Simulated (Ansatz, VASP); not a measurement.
## Two plane-wave programs on Cu

```
Cu
1.0
     1.30677   -4.03089    0.00000
     1.30677    4.03089    0.00000
     0.00000    0.00000    2.51421
Cu
2
Direct
  0.13404 0.86596 0.25000
  0.86596 0.13404 0.75000
```

Change from the starting cell: normal strain along x +0.0550, normal strain along y +0.0000.

Alike in both runs: task single point; functional PBE; k mesh 18 × 18 × 18; occupations gaussian, width 0.15 eV; no spin polarisation.

|  | VASP | Ansatz |
| --- | --- | --- |
| version | VASP 6.6.1 | Ansatz 0.2.0 |
| potentials or method | VASP PAW PBE potentials, release 64 (Cu), cutoff 520 eV | scalar-relativistic, plane waves, PAW |
| valence electrons in the cell | 22 | 38 |

Ansatz gave:

* gap on the k mesh at the Fermi level (eV): none
* pressure (GPa): -5.1
* traceless stress, the component that is largest in VASP (GPa): -5.42
* rms of the force components (eV/Å): 0.104

**Question.** What did VASP give for the same quantities?

**Answer.** gap on the k mesh at the Fermi level (eV): none; pressure (GPa): -4.4; traceless stress, the component that is largest in VASP (GPa): -5.54; rms of the force components (eV/Å): 0.102.

Atom by atom the forces differ by 0.001 eV/Å (rms over components). A gap of «none» marks a metal or a gap that the smearing closes. VASP's potentials hold 22 valence electrons a cell and Ansatz's 38, so a difference there can come from the potentials and not from the codes.
